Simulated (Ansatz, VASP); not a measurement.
Si4IrPd in VASP and in Ansatz

```
Si Pd Ir
1.0
    -2.87576    2.87576    5.73244
     2.87576   -2.87576    5.73244
     2.87576    2.87576   -5.73244
Si Pd Ir
8 2 2
Direct
  0.62812 0.62500 0.50312
  0.12188 0.62500 0.99688
  0.62812 0.12500 0.00312
  0.12188 0.12500 0.49688
  0.87500 0.37188 0.99688
  0.37500 0.87812 0.00312
  0.87500 0.87812 0.50312
  0.37500 0.37188 0.49688
  0.25000 0.75000 0.50000
  0.50000 0.50000 0.00000
  0.75000 0.25000 0.50000
  0.00000 0.00000 0.00000
```

Alike in both runs: functional PBE; k mesh 4 × 4 × 4; occupations gaussian, width 0.2 eV; no spin polarisation.

Ansatz relaxed the structure, and its values are those at the end. VASP's run is a single point on that final structure, the one shown.

```csv
,VASP,Ansatz
version,VASP 6.6.1,Ansatz 0.2.0
potentials or method,"VASP PAW PBE potentials, release 64 (Si, Pd, Ir), cutoff 520 eV","scalar-relativistic, plane waves, PAW"
valence electrons in the cell,70,102
```

Ansatz gave:

- gap on the k mesh at the Fermi level (eV): none
- pressure (GPa): 0.2
- rms of the force components (eV/Å): 0.027

**Question.** What did VASP give for the same quantities?

**Answer.** gap on the k mesh at the Fermi level (eV): none; pressure (GPa): 0.2; rms of the force components (eV/Å): 0.022.

A gap of «none» marks a metal or a gap that the smearing closes. With one functional, cell and mesh, what is left measures potentials, basis and numerics. VASP's potentials hold 70 valence electrons a cell and Ansatz's 102, so a difference there can come from the potentials and not from the codes.

The k mesh is coarse, so the values compare programs but aren't converged. Spin-orbit coupling is off throughout.
